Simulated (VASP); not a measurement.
# Be (P6_3/mmc) in VASP: notebook

The runs below take Be through single point, with r2SCAN.

Program: VASP 6.6.1. These are calculated values, not measurements. Logs are shortened: lines on timing, memory, paths and dates and some standing lists are left out, and cuts for length are marked.

### Step 1. The cell of the first run

Symmetry: P6_3/mmc, No. 194, hexagonal system. Conventional cell: a = 2.254 Å, b = 2.254 Å, c = 7.180 Å, α = 90.00°, β = 90.00°, γ = 120.00°. Within 2.9 Å of Be (site symmetry -3m) lie 12 Be at 2.22 to 2.25 Å. Be (site symmetry -6m2) has 12 Be at 2.22 to 2.25 Å within 2.9 Å.

### Step 2. Single point, r2SCAN

POSCAR

```
Be
1.0
    2.2544682872      0.0000000000      0.0000000000
   -1.1272341436      1.9524268087      0.0000000000
    0.0000000000      0.0000000000      7.1798846917
Be
4
Direct
    1.0000000000      1.0000000000      1.0000000000
    0.0000000000      1.0000000000      0.5000000000
    0.3333333333      0.6666666667      0.2500000000
    0.6666666667      0.3333333333      0.7500000000
```

INCAR.step1

```
  PREC = Accurate
  ENCUT = 520
  ISMEAR = -1
  SIGMA = 0.1
  LREAL = False
  LASPH = True
  NELM = 60
  NBANDS = 12
  GGA = PE
  ALGO = Normal
  EDIFF = 1E-4
  LWAVE = True
  LCHARG = False
```

INCAR.step2

```
  PREC = Accurate
  ENCUT = 520
  EDIFF = 1E-7
  ISMEAR = -1
  SIGMA = 0.1
  LREAL = False
  LASPH = True
  NELM = 60
  ALGO = Normal
  ISIF = 2
  LWAVE = False
  LCHARG = True
  METAGGA = R2SCAN
  LMIXTAU = True
  LELF = True
  LVHAR = True
  NBANDS = 12
  ISTART = 1
```

KPOINTS

```
regular mesh
0
Gamma
  16 16 5
```

Potentials or basis: VASP PAW PBE potentials, release 64 (Be).

Run with:

```sh
cat potpaw_PBE.64/Be/POTCAR > POTCAR
cp INCAR.step1 INCAR
mpirun -np 1 vasp_std > vasp.out
cp INCAR.step2 INCAR
mpirun -np 1 vasp_std > vasp.out
```

OUTCAR:

```text
PREC = Accurate
   ENCUT = 520
   EDIFF = 1E-7
   ISMEAR = -1
   LREAL = False
   LASPH = True
   NELM = 60
   ISIF = 2
   METAGGA = R2SCAN
   ISTART = 1

 ion  position               nearest neighbor table
   1  0.000  0.000  0.000-   3 2.22   4 2.22   3 2.22   4 2.22   4 2.22   3 2.22
   2  0.000  0.000  0.500-   3 2.22   4 2.22   3 2.22   4 2.22   4 2.22   3 2.22
   3  0.333  0.667  0.250-   1 2.22   2 2.22   1 2.22   2 2.22   1 2.22   2 2.22
   4  0.667  0.333  0.750-   1 2.22   2 2.22   1 2.22   2 2.22   1 2.22   2 2.22

  LATTYP: Found a hexagonal cell.
 ALAT       =     2.2544682872
 C/A-ratio  =     3.1847352799

  Lattice vectors:

 A1 = (   2.2544682872,   0.0000000000,   0.0000000000)
 A2 = (  -1.1272341436,   1.9524268087,   0.0000000000)
 A3 = (   0.0000000000,   0.0000000000,   7.1798846917)

Analysis of symmetry for initial positions (statically):
=====================================================================
 Subroutine PRICEL returns:
 Original cell was already a primitive cell.

 Routine SETGRP: Setting up the symmetry group for a
 hexagonal supercell.

 Subroutine GETGRP returns: Found 24 space group operations
 (whereof 12 operations were pure point group operations)
 out of a pool of 24 trial point group operations.

The static configuration has the point symmetry D_3d.
 The point group associated with its full space group is D_6h.

Analysis of symmetry for dynamics (positions and initial velocities):
=====================================================================
 Subroutine PRICEL returns:
 Original cell was already a primitive cell.

 Routine SETGRP: Setting up the symmetry group for a
 hexagonal supercell.

 Subroutine GETGRP returns: Found 24 space group operations
 (whereof 12 operations were pure point group operations)
 out of a pool of 24 trial point group operations.

The dynamic configuration has the point symmetry D_3d.
 The point group associated with its full space group is D_6h.

 Subroutine INISYM returns: Found 24 space group operations
 (whereof 12 operations are pure point group operations),
 and found     1 'primitive' translations

----------------------------------------------------------------------------------------

                                     Primitive cell

  volume of cell :      31.6036

  direct lattice vectors                    reciprocal lattice vectors
     2.254468287  0.000000000  0.000000000     0.443563569  0.256091546  0.000000000
    -1.127234144  1.952426809  0.000000000     0.000000000  0.512183092  0.000000000
     0.000000000  0.000000000  7.179884692     0.000000000  0.000000000  0.139278003

  length of vectors
     2.254468287  2.254468287  7.179884692     0.512183092  0.512183092  0.139278003

  position of ions in fractional coordinates (direct lattice)
     0.000000000  0.000000000  0.000000000
     0.000000000  0.000000000  0.500000000
     0.333333333  0.666666667  0.250000000
     0.666666667  0.333333333  0.750000000

  ion indices of the primitive-cell ions
   primitive index   ion index
                 1           1
                 2           2
                 3           3
                 4           4

----------------------------------------------------------------------------------------

 KPOINTS: regular mesh

Automatic generation of k-mesh.
 Grid dimensions read from file:
 generate k-points for:   16   16    5

 Generating k-lattice:

  Cartesian coordinates                     Fractional coordinates (reciprocal lattice)
     0.027722723  0.016005722  0.000000000     0.062500000  0.000000000  0.000000000
     0.000000000  0.032011443  0.000000000     0.000000000  0.062500000  0.000000000
     0.000000000  0.000000000  0.027855601     0.000000000  0.000000000  0.200000000

  Length of vectors
     0.032011443  0.032011443  0.027855601

  Shift w.r.t. Gamma in fractional coordinates (k-lattice)
     0.000000000  0.000000000  0.000000000

 Subroutine IBZKPT returns following result:
 ===========================================

 Found     90 irreducible k-points:

 Following reciprocal coordinates:
            Coordinates               Weight
  0.000000  0.000000  0.000000      1.000000
  0.062500  0.000000  0.000000      6.000000
  0.125000  0.000000  0.000000      6.000000
  0.187500  0.000000  0.000000      6.000000
  0.250000  0.000000  0.000000      6.000000
  0.312500  0.000000  0.000000      6.000000
[... 16 lines left out ...]
  0.187500  0.187500  0.000000      6.000000
  0.250000  0.187500  0.000000     12.000000
 [... further k-points ...]
   k-points           NKPTS =     90   k-points in BZ     NKDIM =     90   number of bands    NBANDS=     12
   number of dos      NEDOS =    301   number of ions     NIONS =      4
   total plane-waves  NPLWV =  17496
   dimension x,y,z NGX =    18 NGY =   18 NGZ =   54
   dimension x,y,z NGXF=    36 NGYF=   36 NGZF=  108
   ions per type =               4
   NGX,Y,Z   is equivalent  to a cutoff of  13.27, 13.27, 12.50 a.u.
   NGXF,Y,Z  is equivalent  to a cutoff of  26.55, 26.55, 25.01 a.u.
 SYSTEM =  unknown system
   PREC   = accura    normal or accurate (medium, high low for compatibility)
   ISTART =      1    job   : 0-new  1-cont  2-samecut
   ICHARG =      0    charge: 1-file 2-atom 10-const
   ISPIN  =      1    spin polarized calculation?
   LNONCOLLINEAR =      F non collinear calculations
   LSORBIT =      F    spin-orbit coupling
   LASPH  =      T    aspherical Exc in radial PAW
   ENCUT  =  520.0 eV  38.22 Ry    6.18 a.u.   4.19  4.19 13.35*2*pi/ulx,y,z
   NELM   =     60;   NELMIN=  2; NELMDL=  0     # of ELM steps
   EDIFF  = 0.1E-06   stopping-criterion for ELM
   LREAL  =      F    real-space projection
   EDIFFG = 0.1E-05   stopping-criterion for IOM
   NSW    =      0    number of steps for IOM
   IBRION =     -1    ionic relax: 0-MD 1-quasi-New 2-CG
   NFREE  =      0    steps in history (QN), initial steepest desc. (CG)
   ISIF   =      2    stress and relaxation
   ISYM   =      2    0-nonsym 1-usesym 2-fastsym
   POTIM  = 0.5000    time-step for ionic-motion
   TEBEG  =    0.0;   TEEND  =   0.0 temperature during run
   PSTRESS=    0.0 pullay stress
   NELECT =       8.0000    total number of electrons
   NUPDOWN=      -1.0000    fix difference up-down
   EMIN   =  10.00;   EMAX   =-10.00  energy-range for DOS
   EFERMI =   0.00;   METHOD = LEGACY
   ISMEAR =    -1;   SIGMA  =   0.10  broadening in eV -4-tet -1-fermi 0-gaus
   EFERMI_NEDOS =   21; number of points for ismear=-14 and -15
   IALGO  =     38    algorithm
   IMIX   =      4    mixing-type and parameters
     AMIX     =   0.40;   BMIX     =  1.00
     AMIX_MAG =   1.60;   BMIX_MAG =  1.00
  volume/ion in A,a.u.               =       7.90        53.32
  Fermi-wavevector in a.u.,A,eV,Ry     =   1.035602  1.957003 14.591849  1.072471
  Thomas-Fermi vector in A             =   2.169953
   LORBIT       =      0    0 simple, 1 ext, 2 COOP (PROOUT), +10 PAW based schemes
   METAGGA = R2SCAN    functional components
   LHFCALC =     F    Hartree Fock is set to
   AEXX    =    0.0000 exact exchange contribution
   IVDW    =     0    specifies the selected vdW correction
   LEPSILON=     F    determine dielectric tensor
   LRPA    =     F    only Hartree local field effects (RPA)
 non-spin polarized calculation
  energy-cutoff  :      520.00
  volume of cell :       31.60
 maximum number of plane-waves:       868
 NGX is ok and might be reduce to    18
   NGX =  9   NGY =  9   NGZ = 27

 number of electron       8.0000000 magnetization

 Free energy of the ion-electron system (eV)
  ---------------------------------------------------
  ext. energy  EPLUGINS =         0.00000000
  ---------------------------------------------------
  free energy    TOTEN  =       -17.24336281 eV

  energy without entropy =      -17.23708837  energy(sigma->0) =      -17.24022559

 E-fermi :   7.2055     XC(G=0): -11.2637

 val. band max:        7.1716179073   @ k =   0.3125   0.3125   0.4000
 cond. band min:       7.2362851630   @ k =   0.3125   0.1250   0.0000
 fundamental gap:      0.0646672557
 Fermi energy:         7.2055031283

 k-point     1 :       0.0000    0.0000    0.0000
  band No.  band energies     occupation
      1      -5.1105      2.00000
      2      -2.8194      2.00000
      3      -2.7929      2.00000
      4       2.2622      2.00000
      5       7.9981      0.00072
      6      18.1913      0.00000
      7      18.2052      0.00000
      8      24.8443      0.00000
      9      24.8443      0.00000
     10      26.0689      0.00000
     11      26.0689      0.00000
     12      26.4652      0.00000

 k-point     2 :       0.0625    0.0000    0.0000
  band No.  band energies     occupation
      1      -4.9882      2.00000
      2      -2.6945      2.00000
      3      -2.6679      2.00000
      4       2.4201      2.00000
      5       8.0419      0.00047
      6      18.2260      0.00000
      7      18.2514      0.00000
      8      23.7368      0.00000
      9      23.9924      0.00000
     10      25.5711      0.00000
     11      25.7681      0.00000
     12      25.8423      0.00000

 k-point     3 :       0.1250    0.0000    0.0000
  band No.  band energies     occupation
      1      -4.6211      2.00000
      2      -2.3207      2.00000
      3      -2.2939      2.00000
      4       2.8931      2.00000
      5       8.1643      0.00014
      6      18.2115      0.00000
      7      18.3405      0.00000
      8      21.5372      0.00000
      9      22.5336      0.00000
     10      23.5565      0.00000
     11      23.7864      0.00000
     12      24.8699      0.00000
[... 286 lines left out ...]
 k-point    23 :       0.1875    0.1875    0.0000
  band No.  band energies     occupation
      1      -1.7990      2.00000
      2       0.4949      2.00000
      3       0.5187      2.00000
      4       6.4683      1.99874
      5       8.6667      0.00000
      6      13.0267      0.00000
      7      14.6674      0.00000
      8      15.1764      0.00000
      9      15.7788      0.00000
     10      17.0214      0.00000
     11      19.3882      0.00000
     12      20.4693      0.00000

 k-point    24 :       0.2500    0.1875    0.0000
  band No.  band energies     occupation
      1      -0.5733      2.00000
      2       1.6748      2.00000
      3       1.6903      2.00000
      4       7.9516      0.00115
      5       8.3426      0.00002
      6      11.2720      0.00000
      7      12.6383      0.00000
      8      12.8550      0.00000
      9      14.2279      0.00000
     10      16.3608      0.00000
     11      18.7685      0.00000
     12      20.1396      0.00000

 [... further k-points ...]

------------------------ aborting loop because EDIFF is reached ----------------------------------------

  FORCE on cell =-STRESS in cart. coord.  units (eV):
  Direction    XX          YY          ZZ          XY          YZ          ZX
  --------------------------------------------------------------------------------------
  -------------------------------------------------------------------------------------
  Total        0.0307999      0.0307999      0.0468402     -0.0000000      0.0000000      0.0000000
  in kB        1.5614334      1.5614334      2.3746129     -0.0000000      0.0000000      0.0000000
  external PRESSURE =       1.8324932 kB  Pullay stress =       0.0000000 kB

 VOLUME and BASIS-vectors are now :
 -----------------------------------------------------------------------------
  energy-cutoff  :      520.00
  volume of cell :       31.60
      direct lattice vectors                 reciprocal lattice vectors
     2.254468287  0.000000000  0.000000000     0.443563569  0.256091546  0.000000000
    -1.127234144  1.952426809  0.000000000     0.000000000  0.512183092  0.000000000
     0.000000000  0.000000000  7.179884692     0.000000000  0.000000000  0.139278003

 POSITION                                       TOTAL-FORCE (eV/Angst)
 -----------------------------------------------------------------------------------
      0.00000      0.00000      0.00000         0.000000      0.000000      0.000000
      0.00000      0.00000      3.58994         0.000000      0.000000      0.000000
     -0.00000      1.30162      1.79497         0.000000     -0.000000     -0.000000
      1.12723      0.65081      5.38491        -0.000000      0.000000      0.000000
 -----------------------------------------------------------------------------------
    total drift:                               -0.000000      0.000000     -0.000000

  FREE ENERGIE OF THE ION-ELECTRON SYSTEM (eV)
  ---------------------------------------------------
  free  energy   TOTEN  =       -17.2433628142 eV

  energy  without entropy=      -17.2370883679  energy(sigma->0) =      -17.24022559
```

It took 96 s on 1 thread of Intel Xeon Platinum 8559C (Emerald Rapids), shared host; peak memory 0.16 GiB.

What came out:

```
Free energy            : -17.2434 eV
Pressure               : 0.2 GPa
Band gap on the k mesh : zero (bands 4 and 5 overlap by 1.68 eV)
```

Caveat: the PAW data sets were made with another functional, which shifts forces and pressure a little.

### Step 3. Single point, r2SCAN (6.95 Å³/atom)

This run uses another cell than the first one, of 6.95 Å³/atom.

POSCAR

```
Be
1.0
    2.1604208237      0.0000000000      0.0000000000
   -1.0802104119      1.8709793162      0.0000000000
    0.0000000000      0.0000000000      6.8803684166
Be
4
Direct
    1.0000000000      1.0000000000      1.0000000000
    0.0000000000      1.0000000000      0.5000000000
    0.3333333333      0.6666666667      0.2500000000
    0.6666666667      0.3333333333      0.7500000000
```

INCAR.step1

```
SYSTEM = Be
PREC = Accurate
ENCUT = 520
ISMEAR = -1
SIGMA = 0.1
LREAL = .FALSE.
LASPH = .TRUE.
NELM = 60
NBANDS = 12
GGA = PE
ALGO = Normal
EDIFF = 1E-4
LWAVE = .TRUE.
LCHARG = .FALSE.
```

INCAR.step2

```
SYSTEM = Be
PREC = Accurate
ENCUT = 520
EDIFF = 1E-7
ISMEAR = -1
SIGMA = 0.1
LREAL = .FALSE.
LASPH = .TRUE.
NELM = 60
ALGO = Normal
ISIF = 2
LWAVE = .FALSE.
LCHARG = .FALSE.
METAGGA = R2SCAN
LMIXTAU = .TRUE.
NBANDS = 12
ISTART = 1
```

KPOINTS

```
Automatic mesh
0
G
  18 18 5
  0 0 0
```

Potentials or basis: VASP PAW PBE potentials, release 64 (Be).

Run with:

```sh
cat potpaw_PBE.64/Be/POTCAR > POTCAR
cp INCAR.step1 INCAR
mpirun -np 1 vasp_std > vasp.out
cp INCAR.step2 INCAR
mpirun -np 1 vasp_std > vasp.out
```

OUTCAR:

```text
SYSTEM = Be
   PREC = Accurate
   ENCUT = 520
   EDIFF = 1E-7
   ISMEAR = -1
   LREAL = .FALSE.
   LASPH = .TRUE.
   NELM = 60
   ISIF = 2
   METAGGA = R2SCAN
   ISTART = 1

 ion  position               nearest neighbor table
   1  0.000  0.000  0.000-   3 2.12   4 2.12   4 2.12   3 2.12   4 2.12   3 2.12
   2  0.000  0.000  0.500-   3 2.12   4 2.12   4 2.12   3 2.12   4 2.12   3 2.12
   3  0.333  0.667  0.250-   1 2.12   2 2.12   1 2.12   2 2.12   1 2.12   2 2.12
   4  0.667  0.333  0.750-   1 2.12   2 2.12   1 2.12   2 2.12   1 2.12   2 2.12

  LATTYP: Found a hexagonal cell.
 ALAT       =     2.1604208237
 C/A-ratio  =     3.1847352799

  Lattice vectors:

 A1 = (   2.1604208237,   0.0000000000,   0.0000000000)
 A2 = (  -1.0802104119,   1.8709793162,   0.0000000000)
 A3 = (   0.0000000000,   0.0000000000,   6.8803684166)

Analysis of symmetry for initial positions (statically):
=====================================================================
 Subroutine PRICEL returns:
 Original cell was already a primitive cell.

 Routine SETGRP: Setting up the symmetry group for a
[... 189 lines left out ...]
      8      27.7185      0.00000
      9      27.7185      0.00000
     10      29.0520      0.00000
     11      29.0520      0.00000
     12      29.5125      0.00000
[... 331 lines left out ...]
 k-point    24 :       0.3889    0.1111    0.0000
  band No.  band energies     occupation
      1       1.8632      2.00000
      2       3.7683      2.00000
      3       3.8481      2.00000
      4       6.2836      2.00000
      5      10.3548      0.00000
      6      10.7419      0.00000
      7      12.3468      0.00000
      8      14.8285      0.00000
      9      16.5727      0.00000
     10      17.0914      0.00000
     11      20.2450      0.00000
     12      21.6260      0.00000

 [... further k-points ...]

------------------------ aborting loop because EDIFF is reached ----------------------------------------

  FORCE on cell =-STRESS in cart. coord.  units (eV):
  Direction    XX          YY          ZZ          XY          YZ          ZX
  --------------------------------------------------------------------------------------
  -------------------------------------------------------------------------------------
  Total        3.2405719      3.2405719      3.8542156     -0.0000000      0.0000000      0.0000000
  in kB      186.6866263    186.6866263    222.0381265     -0.0000000      0.0000000      0.0000000
  external PRESSURE =     198.4704597 kB  Pullay stress =       0.0000000 kB

 VOLUME and BASIS-vectors are now :
 -----------------------------------------------------------------------------
  energy-cutoff  :      520.00
  volume of cell :       27.81
      direct lattice vectors                 reciprocal lattice vectors
     2.160420824  0.000000000  0.000000000     0.462872783  0.267239726  0.000000000
    -1.080210412  1.870979316  0.000000000     0.000000000  0.534479452  0.000000000
     0.000000000  0.000000000  6.880368417     0.000000000  0.000000000  0.145341054

 POSITION                                       TOTAL-FORCE (eV/Angst)
 -----------------------------------------------------------------------------------
      0.00000      0.00000      0.00000        -0.000000      0.000000     -0.000000
      0.00000      0.00000      3.44018        -0.000000      0.000000     -0.000000
     -0.00000      1.24732      1.72009         0.000000      0.000000      0.000000
      1.08021      0.62366      5.16028        -0.000000     -0.000000     -0.000000
 -----------------------------------------------------------------------------------
    total drift:                                0.000000     -0.000000     -0.000000

  FREE ENERGIE OF THE ION-ELECTRON SYSTEM (eV)
  ---------------------------------------------------
  free  energy   TOTEN  =       -17.0161013427 eV

  energy  without entropy=      -17.0065869782  energy(sigma->0) =      -17.01134416
```

Run time: 72 s. Hardware: 1 thread of Intel Xeon Platinum 8559C (Emerald Rapids), shared host; peak memory 0.15 GiB.

Results:

| Item | Value |
| --- | --- |
| Free energy | -17.0161 eV |
| Pressure | 19.8 GPa |
| Band gap on the k mesh | zero (bands 4 and 5 overlap by 1.60 eV) |

Caveat: the cell stands under pressure; the PAW data sets were made with another functional, which shifts forces and pressure a little.

(Part 1 of 2 ends here.)
